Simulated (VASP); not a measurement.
# B17SeN17 (a cell with a defect) (V_B-Se_N) in VASP: relaxation of the atoms with PBE

Aim: the relaxation of the atoms of B17SeN17 (a cell with a defect) (V_B-Se_N) with PBE.

Program: VASP 6.6.1. These are calculated values, not measurements. Logs are shortened: lines on timing, memory, paths and dates and some standing lists are left out, and cuts for length are marked.

## Step 1: The cell of the first run

The cell holds a defect, 35 atoms: a = 7.465 Å, b = 7.465 Å, c = 6.495 Å, α = 90.00°, β = 90.00°, γ = 120.00°.

## Step 2: Relaxation of the atoms, PBE

INCAR reads:

```
ALGO = Normal
EDIFF = 1E-6
EDIFFG = -0.03
ENCUT = 520
GGA = PE
IBRION = 2
ISIF = 2
ISMEAR = -1
LASPH = True
LCHARG = False
LREAL = Auto
LWAVE = False
NELM = 60
NSW = 100
PREC = Accurate
SIGMA = 0.01
```

KPOINTS reads:

```
Automatic mesh
0
Gamma
  1 1 1
  0.25 0.25 0.25
```

POSCAR reads:

```
B17SeN17
1.0
    7.4650312800      0.0000000000      0.0000000000
   -3.7325156400      6.4649067300      0.0000000000
    0.0000000000      0.0000000000      6.4954828800
B N Se
17 17 1
Direct
    0.1111111100      0.2222222200      0.2500000000
    0.2222222200      0.1111111100      0.7500000000
    0.1111111100      0.5555555600      0.2500000000
    0.2222222200      0.4444444400      0.7500000000
    0.1111111100      0.8888888900      0.2500000000
    0.2222222200      0.7777777800      0.7500000000
    0.4444444400      0.2222222200      0.2500000000
    0.5555555600      0.1111111100      0.7500000000
    0.4444444400      0.5555555600      0.2500000000
    0.4444444400      0.8888888900      0.2500000000
    0.5555555600      0.7777777800      0.7500000000
    0.7777777800      0.2222222200      0.2500000000
    0.8888888900      0.1111111100      0.7500000000
    0.7777777800      0.5555555600      0.2500000000
    0.8888888900      0.4444444400      0.7500000000
    0.7777777800      0.8888888900      0.2500000000
    0.8888888900      0.7777777800      0.7500000000
    0.1111111100      0.2222222200      0.7500000000
    0.2222222200      0.1111111100      0.2500000000
    0.1111111100      0.5555555600      0.7500000000
    0.2222222200      0.4444444400      0.2500000000
    0.1111111100      0.8888888900      0.7500000000
    0.2222222200      0.7777777800      0.2500000000
    0.5555555600      0.1111111100      0.2500000000
    0.4444444400      0.5555555600      0.7500000000
    0.5555555600      0.4444444400      0.2500000000
    0.4444444400      0.8888888900      0.7500000000
    0.5555555600      0.7777777800      0.2500000000
    0.7777777800      0.2222222200      0.7500000000
    0.8888888900      0.1111111100      0.2500000000
    0.7777777800      0.5555555600      0.7500000000
    0.8888888900      0.4444444400      0.2500000000
    0.7777777800      0.8888888900      0.7500000000
    0.8888888900      0.7777777800      0.2500000000
    0.4444444400      0.2222222200      0.7500000000
```

Potentials or basis: VASP PAW PBE potentials, release 64 (B, N, Se).

On the command line:

```sh
cat potpaw_PBE.64/B/POTCAR potpaw_PBE.64/N/POTCAR potpaw_PBE.64/Se/POTCAR > POTCAR
mpirun -np 1 vasp_std > vasp.out
```

OUTCAR:

```text
EDIFF = 1E-6
   EDIFFG = -0.03
   ENCUT = 520
   GGA = PE
   IBRION = 2
   ISIF = 2
   ISMEAR = -1
   LASPH = True
   LREAL = Auto
   NELM = 60
   NSW = 100
   PREC = Accurate

 ion  position               nearest neighbor table
   1  0.111  0.222  0.250-  19 1.44  30 1.44  21 1.44
   2  0.222  0.111  0.750-  18 1.44  35 1.44  22 1.44
   3  0.111  0.556  0.250-  32 1.44  23 1.44  21 1.44
   4  0.222  0.444  0.750-  25 1.44  18 1.44  20 1.44
   5  0.111  0.889  0.250-  23 1.44  34 1.44  19 1.44
   6  0.222  0.778  0.750-  22 1.44  27 1.44  20 1.44
[... 16 lines left out ...]
  23  0.222  0.778  0.250-   5 1.44  10 1.44   3 1.44
  24  0.556  0.111  0.250-  12 1.44  10 1.44   7 1.44
  25  0.444  0.556  0.750-   4 1.44  11 1.44
  26  0.556  0.444  0.250-  14 1.44   7 1.44   9 1.44
  27  0.444  0.889  0.750-   6 1.44   8 1.44  11 1.44
  28  0.556  0.778  0.250-  16 1.44   9 1.44  10 1.44
  29  0.778  0.222  0.750-  13 1.44   8 1.44  15 1.44
  30  0.889  0.111  0.250-  12 1.44   1 1.44  16 1.44
  31  0.778  0.556  0.750-  17 1.44  15 1.44
  32  0.889  0.444  0.250-   3 1.44  12 1.44  14 1.44
  33  0.778  0.889  0.750-  17 1.44  11 1.44  13 1.44
  34  0.889  0.778  0.250-  16 1.44   5 1.44  14 1.44
  35  0.444  0.222  0.750-   2 1.44   8 1.44

  LATTYP: Found a hexagonal cell.
 ALAT       =     7.4650312800
 C/A-ratio  =     0.8701213212

  Lattice vectors:

 A1 = (   7.4650312800,   0.0000000000,   0.0000000000)
 A2 = (  -3.7325156400,   6.4649067300,   0.0000000000)
 A3 = (   0.0000000000,   0.0000000000,   6.4954828800)

Analysis of symmetry for initial positions (statically):
=====================================================================
 Subroutine PRICEL returns:
 Original cell was already a primitive cell.

 Routine SETGRP: Setting up the symmetry group for a
 hexagonal supercell.

 Subroutine GETGRP returns: Found  4 space group operations
 (whereof  1 operations were pure point group operations)
 out of a pool of 24 trial point group operations.

The static configuration has the point symmetry C_1 .
 The point group associated with its full space group is C_2v.

Analysis of symmetry for dynamics (positions and initial velocities):
=====================================================================
 Subroutine PRICEL returns:
 Original cell was already a primitive cell.

 Routine SETGRP: Setting up the symmetry group for a
 hexagonal supercell.

 Subroutine GETGRP returns: Found  4 space group operations
 (whereof  1 operations were pure point group operations)
 out of a pool of 24 trial point group operations.

The dynamic configuration has the point symmetry C_1 .
 The point group associated with its full space group is C_2v.

 Subroutine INISYM returns: Found  4 space group operations
 (whereof  1 operations are pure point group operations),
 and found     1 'primitive' translations

----------------------------------------------------------------------------------------

                                     Primitive cell

  volume of cell :     313.4768

  direct lattice vectors                    reciprocal lattice vectors
     7.465031280  0.000000000  0.000000000     0.133957912  0.077340636  0.000000000
    -3.732515640  6.464906730  0.000000000     0.000000000  0.154681273  0.000000000
     0.000000000  0.000000000  6.495482880     0.000000000  0.000000000  0.153953142

  length of vectors
     7.465031280  7.465031281  6.495482880     0.154681273  0.154681273  0.153953142

  position of ions in fractional coordinates (direct lattice)
     0.111111110  0.222222220  0.250000000
     0.222222220  0.111111110  0.750000000
     0.111111110  0.555555560  0.250000000
     0.222222220  0.444444440  0.750000000
     0.111111110  0.888888890  0.250000000
     0.222222220  0.777777780  0.750000000
[... 27 lines left out ...]
     0.888888890  0.777777780  0.250000000
     0.444444440  0.222222220  0.750000000

  ion indices of the primitive-cell ions
   primitive index   ion index
                 1           1
                 2           2
                 3           3
                 4           4
                 5           5
                 6           6
[... 27 lines left out ...]
                34          34
                35          35

----------------------------------------------------------------------------------------

 KPOINTS: Automatic mesh

Automatic generation of k-mesh.
 Grid dimensions read from file:
 generate k-points for:    1    1    1

 Generating k-lattice:

  Cartesian coordinates                     Fractional coordinates (reciprocal lattice)
     0.133957912  0.077340636  0.000000000     1.000000000  0.000000000  0.000000000
     0.000000000  0.154681273  0.000000000     0.000000000  1.000000000  0.000000000
     0.000000000  0.000000000  0.153953142     0.000000000  0.000000000  1.000000000

  Length of vectors
     0.154681273  0.154681273  0.153953142

  Shift w.r.t. Gamma in fractional coordinates (k-lattice)
     0.250000000  0.250000000  0.250000000

 Subroutine IBZKPT returns following result:
 ===========================================

 Found      2 irreducible k-points:

 Following reciprocal coordinates:
            Coordinates               Weight
  0.250000  0.250000  0.250000      8.000000
  0.500000  0.250000  0.250000      4.000000
   k-points           NKPTS =      2   k-points in BZ     NKDIM =      2   number of bands    NBANDS=     89
   number of dos      NEDOS =    301   number of ions     NIONS =     35
   total plane-waves  NPLWV = 150528
   dimension x,y,z NGX =    56 NGY =   56 NGZ =   48
   dimension x,y,z NGXF=   112 NGYF=  112 NGZF=   96
   ions per type =              17  17   1
   NGX,Y,Z   is equivalent  to a cutoff of  12.47, 12.47, 12.29 a.u.
   NGXF,Y,Z  is equivalent  to a cutoff of  24.94, 24.94, 24.57 a.u.
 SYSTEM =  unknown system
   PREC   = accura    normal or accurate (medium, high low for compatibility)
   ISTART =      0    job   : 0-new  1-cont  2-samecut
   ICHARG =      2    charge: 1-file 2-atom 10-const
   ISPIN  =      1    spin polarized calculation?
   LNONCOLLINEAR =      F non collinear calculations
   LSORBIT =      F    spin-orbit coupling
   LASPH  =      T    aspherical Exc in radial PAW
   ENCUT  =  520.0 eV  38.22 Ry    6.18 a.u.  13.88 13.88 12.08*2*pi/ulx,y,z
   NELM   =     60;   NELMIN=  2; NELMDL= -5     # of ELM steps
   EDIFF  = 0.1E-05   stopping-criterion for ELM
   LREAL  =      T    real-space projection
   EDIFFG = -.3E-01   stopping-criterion for IOM
   NSW    =    100    number of steps for IOM
   IBRION =      2    ionic relax: 0-MD 1-quasi-New 2-CG
   NFREE  =      1    steps in history (QN), initial steepest desc. (CG)
   ISIF   =      2    stress and relaxation
   ISYM   =      2    0-nonsym 1-usesym 2-fastsym
   POTIM  = 0.5000    time-step for ionic-motion
   TEBEG  =    0.0;   TEEND  =   0.0 temperature during run
   PSTRESS=    0.0 pullay stress
   NELECT =     142.0000    total number of electrons
   NUPDOWN=      -1.0000    fix difference up-down
   EMIN   =  10.00;   EMAX   =-10.00  energy-range for DOS
   EFERMI =   0.00;   METHOD = LEGACY
   ISMEAR =    -1;   SIGMA  =   0.01  broadening in eV -4-tet -1-fermi 0-gaus
   EFERMI_NEDOS =   21; number of points for ismear=-14 and -15
   IALGO  =     38    algorithm
   IMIX   =      4    mixing-type and parameters
     AMIX     =   0.40;   BMIX     =  1.00
     AMIX_MAG =   1.60;   BMIX_MAG =  1.00
  volume/ion in A,a.u.               =       8.96        60.44
  Fermi-wavevector in a.u.,A,eV,Ry     =   1.257291  2.375936 21.507829  1.580781
  Thomas-Fermi vector in A             =   2.390957
   LORBIT       =      0    0 simple, 1 ext, 2 COOP (PROOUT), +10 PAW based schemes
   GGA     = PE    functional components
   LHFCALC =     F    Hartree Fock is set to
   AEXX    =    0.0000 exact exchange contribution
   IVDW    =     0    specifies the selected vdW correction
   LEPSILON=     F    determine dielectric tensor
   LRPA    =     F    only Hartree local field effects (RPA)
 conjugate gradient relaxation of ions
 non-spin polarized calculation
  energy-cutoff  :      520.00
  volume of cell :      313.48
 maximum number of plane-waves:      8452
 NGX is ok and might be reduce to    56
   NGX = 27   NGY = 27   NGZ = 25

--------------------------------------- Ionic step        1  -------------------------------------------

 number of electron     142.0000001 magnetization

 Free energy of the ion-electron system (eV)
  ---------------------------------------------------
  ext. energy  EPLUGINS =         0.00000000
  ---------------------------------------------------
  free energy    TOTEN  =      -284.34657194 eV

  energy without entropy =     -284.34657194  energy(sigma->0) =     -284.34657194

------------------------ aborting loop because EDIFF is reached ----------------------------------------

  FORCE on cell =-STRESS in cart. coord.  units (eV):
  Direction    XX          YY          ZZ          XY          YZ          ZX
  --------------------------------------------------------------------------------------
  -------------------------------------------------------------------------------------
  Total       90.1418014     38.4567440      7.9081346      0.0000000      0.0000000      0.0000000
  in kB      460.7140717    196.5521303     40.4184167      0.0000000      0.0000000      0.0000000
  external PRESSURE =     232.5615396 kB  Pullay stress =       0.0000000 kB
[... 188 lines left out ...]
  FREE ENERGIE OF THE ION-ELECTRON SYSTEM (eV)
  ---------------------------------------------------
  free  energy   TOTEN  =      -290.8629853319 eV

  energy  without entropy=     -290.8629853319  energy(sigma->0) =     -290.86298533

[... ionic steps 4 to 21 ...]

--------------------------------------- Ionic step       22  -------------------------------------------

 number of electron     142.0000001 magnetization

------------------------ aborting loop because EDIFF is reached ----------------------------------------
[... 133 lines left out ...]
--------------------------------------- Ionic step       24  -------------------------------------------

 number of electron     142.0000001 magnetization

 Free energy of the ion-electron system (eV)
  ---------------------------------------------------
  ext. energy  EPLUGINS =         0.00000000
  ---------------------------------------------------
  free energy    TOTEN  =      -295.63490495 eV

  energy without entropy =     -295.63490495  energy(sigma->0) =     -295.63490495

 E-fermi :   3.4290     XC(G=0): -10.2973

 val. band max:        3.1133227887   @ k =   0.2500   0.2500   0.2500
 cond. band min:       5.4474960329   @ k =   0.2500   0.2500   0.2500
 fundamental gap:      2.3341732441
 Fermi energy:         3.4290344933

 k-point     1 :       0.2500    0.2500    0.2500
  band No.  band energies     occupation
      1     -14.9041      2.00000
      2     -14.5891      2.00000
      3     -14.3896      2.00000
      4     -14.1996      2.00000
      5     -14.0720      2.00000
      6     -13.9801      2.00000
[... 75 lines left out ...]
     82       9.5449      0.00000
     83       9.6629      0.00000

 k-point     2 :       0.5000    0.2500    0.2500
  band No.  band energies     occupation
      1     -14.9041      2.00000
      2     -14.5898      2.00000
      3     -14.2862      2.00000
      4     -14.2688      2.00000
      5     -14.0472      2.00000
      6     -14.0343      2.00000
[... 75 lines left out ...]
     82       9.5253      0.00000
     83       9.7004      0.00000
 [bands above 83 left out]

------------------------ aborting loop because EDIFF is reached ----------------------------------------

  FORCE on cell =-STRESS in cart. coord.  units (eV):
  Direction    XX          YY          ZZ          XY          YZ          ZX
  --------------------------------------------------------------------------------------
  -------------------------------------------------------------------------------------
  Total       52.4469853     12.4563002      8.1726675      0.0000000      0.0000000      0.0000000
  in kB      268.0561488     63.6640572     41.7704423      0.0000000      0.0000000      0.0000000
  external PRESSURE =     124.4968828 kB  Pullay stress =       0.0000000 kB
[... 50 lines left out ...]
  FREE ENERGIE OF THE ION-ELECTRON SYSTEM (eV)
  ---------------------------------------------------
  free  energy   TOTEN  =      -295.6349049480 eV

  energy  without entropy=     -295.6349049480  energy(sigma->0) =     -295.63490495

 reached required accuracy - stopping structural energy minimisation
```

Run time: 24 min. Hardware: 1 thread of Intel Xeon Platinum 8488C (Sapphire Rapids), shared host; peak memory 0.41 GiB.

What came out:

```
Free energy                  : -295.6349 eV
Energy gained by relaxing    : 322.5 meV/atom
Ionic steps                  : 24
Pressure after relaxing      : 12.4 GPa
Largest force after relaxing : 0.024 eV/Å
Band gap on the k mesh       : 2.33 eV
```

Forces in eV/Å, atoms in the order of the input:
```
B    0.000 -0.002  0.000
B    0.023 -0.007  0.000
B    0.000  0.002  0.000
B    0.005  0.002  0.000
B    0.002 -0.004  0.000
B    0.000  0.005  0.000
B    0.000 -0.001  0.000
B   -0.023 -0.007  0.000
B   -0.001  0.001  0.000
B   -0.002 -0.004  0.000
B   -0.010  0.008  0.000
B    0.000 -0.002  0.000
B    0.000 -0.005  0.000
B    0.001  0.001  0.000
B   -0.005  0.002  0.000
B    0.000 -0.003  0.000
B    0.010  0.008  0.000
N   -0.016  0.003  0.000
N    0.001  0.003  0.000
N    0.000 -0.005  0.000
N   -0.001 -0.004  0.000
N    0.013  0.009  0.000
N    0.000 -0.003  0.000
N   -0.001  0.003  0.000
N    0.005  0.003  0.000
N    0.000 -0.003  0.000
N   -0.013  0.009  0.000
N    0.001 -0.001  0.000
N    0.016  0.003  0.000
N    0.000  0.000  0.000
N   -0.005  0.003  0.000
N    0.001 -0.004  0.000
N    0.000 -0.006  0.000
N   -0.001 -0.001  0.000
Se   0.000 -0.005  0.000
```

Stress tensor (GPa, compression positive):
```
26.81  0.00  0.00
 0.00  6.37  0.00
 0.00  0.00  4.18
```

The path:
```tsv
step	energy change (eV)	largest force (eV/Å)	pressure (GPa)
1	0.0000	29.9746	23.26
2	14.3557	21.8113	30.32
3	-6.5164	9.1072	18.24
4	-7.9633	7.9622	16.80
5	-8.8121	8.4946	15.88
6	-9.0870	5.6843	15.66
7	-9.1372	5.2785	15.60
8	-7.8716	13.2977	15.55
9	-10.3399	2.8354	14.20
10	-10.8008	3.3775	12.70
11	-10.9447	1.9409	12.92
12	-11.1100	1.6403	12.25
13	-11.1523	0.9210	12.39
14	-11.2149	1.6334	12.18
15	-11.2375	1.0219	12.23
16	-11.2751	0.3953	12.29
17	-11.2751	0.3971	12.29
18	-11.2849	0.2279	12.45
19	-11.2857	0.2120	12.41
20	-11.2871	0.1459	12.50
21	-11.2880	0.0661	12.46
22	-11.2882	0.0570	12.45
23	-11.2882	0.0399	12.45
24	-11.2883	0.0242	12.45
```

Final structure:
```yaml
crystal:
  lattice:
    - [7.46503, 0.00000, 0.00000]
    - [-3.73252, 6.46491, 0.00000]
    - [0.00000, 0.00000, 6.49548]
  atoms:
    - { symbol: B, position: [0.11114, 0.22217, 0.25000] }
    - { symbol: B, position: [0.20132, 0.10967, 0.75000] }
    - { symbol: B, position: [0.11100, 0.55533, 0.25000] }
    - { symbol: B, position: [0.21279, 0.44159, 0.75000] }
    - { symbol: B, position: [0.11108, 0.88884, 0.25000] }
    - { symbol: B, position: [0.22460, 0.78253, 0.75000] }
    - { symbol: B, position: [0.44460, 0.22253, 0.25000] }
    - { symbol: B, position: [0.57502, 0.10967, 0.75000] }
    - { symbol: B, position: [0.44451, 0.55548, 0.25000] }
    - { symbol: B, position: [0.44442, 0.88884, 0.25000] }
    - { symbol: B, position: [0.54909, 0.76360, 0.75000] }
    - { symbol: B, position: [0.77770, 0.22217, 0.25000] }
    - { symbol: B, position: [0.88160, 0.09654, 0.75000] }
    - { symbol: B, position: [0.77764, 0.55548, 0.25000] }
    - { symbol: B, position: [0.89546, 0.44159, 0.75000] }
    - { symbol: B, position: [0.77769, 0.88872, 0.25000] }
    - { symbol: B, position: [0.88118, 0.76360, 0.75000] }
    - { symbol: N, position: [0.09686, 0.21772, 0.75000] }
    - { symbol: N, position: [0.22215, 0.11097, 0.25000] }
    - { symbol: N, position: [0.11366, 0.56066, 0.75000] }
    - { symbol: N, position: [0.22209, 0.44423, 0.25000] }
    - { symbol: N, position: [0.10892, 0.88896, 0.75000] }
    - { symbol: N, position: [0.22214, 0.77762, 0.25000] }
    - { symbol: N, position: [0.55549, 0.11097, 0.25000] }
    - { symbol: N, position: [0.42777, 0.54278, 0.75000] }
    - { symbol: N, position: [0.55572, 0.44477, 0.25000] }
    - { symbol: N, position: [0.44671, 0.88896, 0.75000] }
    - { symbol: N, position: [0.55553, 0.77780, 0.25000] }
    - { symbol: N, position: [0.78752, 0.21772, 0.75000] }
    - { symbol: N, position: [0.88884, 0.11101, 0.25000] }
    - { symbol: N, position: [0.78168, 0.54278, 0.75000] }
    - { symbol: N, position: [0.88881, 0.44423, 0.25000] }
    - { symbol: N, position: [0.77067, 0.87468, 0.75000] }
    - { symbol: N, position: [0.88894, 0.77780, 0.25000] }
    - { symbol: Se, position: [0.49010, 0.31353, 0.75000] }
```

Levels at points of the mesh, in eV from the valence-band top:
```
           k point  band 67  band 68  band 69  band 70  band 71  band 72  band 73  band 74  band 75  band 76
(0.25, 0.25, 0.25)    -1.08    -0.96    -0.77    -0.22     0.00     2.33     3.98     4.10     4.39     4.92
```

Caveat: the k points lie up to 0.97 Å⁻¹ apart.
